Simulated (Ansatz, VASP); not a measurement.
Two plane-wave programs on Y

INCAR

```
SYSTEM = Y
ALGO = Fast
EDIFF = 1E-7
ENCUT = 520
GGA = PS
ISIF = 2
ISMEAR = 0
LASPH = .True.
LCHARG = .False.
LREAL = .False.
LWAVE = .False.
NBANDS = 18
NELM = 80
PREC = Accurate
SIGMA = 0.15
```

KPOINTS

```
k-points
0
Gamma
  18 18 8
  0 0 0
```

POSCAR

```
Y
1.0
    3.6514992371      0.0000000000      0.0000000000
   -1.8257496185      3.1622911012      0.0000000000
    0.0000000000      0.0000000000      6.0347700000
Y
2
Direct
    0.3333333333      0.6666666667      0.2500000000
    0.6666666667      0.3333333333      0.7500000000
```

Input for Ansatz:

```yaml
crystal:
  lattice:
    - [3.6514992371, 0.0, 0.0]
    - [-1.8257496185, 3.1622911012, 0.0]
    - [0.0, 0.0, 6.03477]
  atoms:
    - { symbol: "Y", position: [0.3333333333, 0.6666666667, 0.25] }
    - { symbol: "Y", position: [0.6666666667, 0.3333333333, 0.75] }
basis:
  ecutwfc: 420
kpoints:
  mp_grid: { grid: [18, 18, 8] }
hamiltonian:
  xc: pbesol
scf:
  occupations: { method: gaussian, width: 0.15 }
output:
  forces: true
  stress: true
  eigenvalues: true
  write_density: true
  write_potential: true
  elf: true
  volumetric_format: npy
```

Change from the starting cell: strain +0.000 along x and y, +0.050 along z, atoms carried along.

Alike in both runs: task single point; functional PBEsol; k mesh 18 × 18 × 8; occupations gaussian, width 0.15 eV; no spin polarisation.

|  | VASP | Ansatz |
| --- | --- | --- |
| version | VASP 6.6.1 | Ansatz 0.2.0 |
| potentials or method | VASP PAW PBE potentials, release 64 (Y_sv), cutoff 520 eV | scalar-relativistic, plane waves, PAW |
| valence electrons in the cell | 22 | 22 |

VASP gave:

```
gap on the k mesh at the Fermi level (eV)                     : none
pressure (GPa)                                                : -3.9
traceless stress, the component that is largest in VASP (GPa) : -1.95
```

Task: Which values does Ansatz return?

Result: gap on the k mesh at the Fermi level (eV): none; pressure (GPa): -3.8; traceless stress, the component that is largest in VASP (GPa): -1.95.

VASP's potentials were made for PBE, not for PBEsol. A gap of «none» marks a metal or a gap that the smearing closes.
